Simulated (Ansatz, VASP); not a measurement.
TiB5: VASP beside Ansatz

```xyz
6
Lattice="3.0795 0.0000 0.0000 0.0000 4.3908 0.0000 0.0000 0.0000 5.8388" Properties=species:S:1:pos:R:3 pbc="T T T"
Ti    0.0000    0.0000    0.0000
B     0.0000    0.8021    3.7712
B     0.0000    3.5887    3.7712
B     0.0000    3.5887    2.0676
B     0.0000    0.8021    2.0676
B     0.0000    2.1954    2.9194
```

Alike in both runs: functional PBE; k mesh 12 × 8 × 6; occupations gaussian, width 0.1 eV; no spin polarisation.

Ansatz relaxed the structure, and its values are those at the end. VASP's run is a single point on that final structure, the one shown.

|  | VASP | Ansatz |
| --- | --- | --- |
| version | VASP 6.6.1 | Ansatz 0.2.0 |
| potentials or method | VASP PAW PBE potentials, release 64 (Ti_sv, B), cutoff 520 eV | scalar-relativistic, plane waves, PAW |
| valence electrons in the cell | 27 | 27 |

VASP gave:

- gap on the k mesh at the Fermi level (eV): none
- pressure (GPa): 0.0
- rms of the force components (eV/Å): 0.005

Question: What did Ansatz give for the same quantities?

Answer: gap on the k mesh at the Fermi level (eV): none; pressure (GPa): 0.0; rms of the force components (eV/Å): 0.000.

A gap of «none» marks a metal or a gap that the smearing closes.
